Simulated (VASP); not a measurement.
Wanted: the native input for a VASP 6.6.1 run.

| Item | Value |
| --- | --- |
| Task | single point |
| Functional | LDA |
| Potentials or basis | VASP PAW LDA potentials, release 64 (Ce, O) |
| Cutoff | 600 eV |
| k mesh | 8 × 8 × 8 |
| Occupations | gaussian, width 0.01 eV |
| Spin | no spin polarisation |
| Dipole correction | no |
| Further INCAR settings | ALGO = Normal; EDIFF = 1e-06; NBANDS = 19 |

The structure of CeO2 lies in POSCAR:

```
CeO2
1.0
    0.0000000000      2.7186496227      2.7186496227
    2.7186496227      0.0000000000      2.7186496227
    2.7186496227      2.7186496227      0.0000000000
Ce O
1 2
Direct
    0.0000000000      0.0000000000      0.0000000000
    0.2500000000      0.2500000000      0.2500000000
    0.7500000000      0.7500000000      0.7500000000
```

The input as run:

INCAR

```
SYSTEM = CeO2
PREC     = Accurate       ! precision mode
ENCUT    = 600            ! plane-wave cutoff, eV
EDIFF    = 1E-6           ! SCF threshold, eV
ISMEAR   = 0              ! smearing method
SIGMA    = 0.01           ! smearing width, eV
LREAL    = .FALSE.        ! projectors in reciprocal space
LASPH    = .TRUE.         ! aspherical terms in the spheres
NELM     = 200            ! most SCF steps
ALGO     = Normal         ! electronic algorithm
ISIF     = 2              ! what is computed and relaxed
LWAVE    = .FALSE.        ! write WAVECAR
LCHARG   = .TRUE.         ! write CHGCAR
LELF     = .TRUE.         ! ELF
LVHAR    = .TRUE.       
NBANDS   = 19             ! bands
GGA_COMPAT= .FALSE.      
LMAXMIX  = 6              ! l up to which the mixer works
```

KPOINTS

```
regular mesh
0
G
  8 8 8
  0 0 0
```

Potentials or basis: VASP PAW LDA potentials, release 64 (Ce, O).

Command:

```console
$ cat potpaw_LDA.64/Ce/POTCAR potpaw_LDA.64/O/POTCAR > POTCAR
$ mpirun -np 1 vasp_std > vasp.out
```

Results of the run:

```
Pressure               : -7.9 GPa
Band gap on the k mesh : 1.83 eV (least direct gap 1.94 eV)
```

Caveat: the cell stands under tension; spin-orbit coupling is left out, which moves the levels of the heavy elements.

Wall time 23 s on 1 thread of Intel(R) Xeon(R) 6975P-C (Granite Rapids) (shared host), peak memory 0.18 GiB.
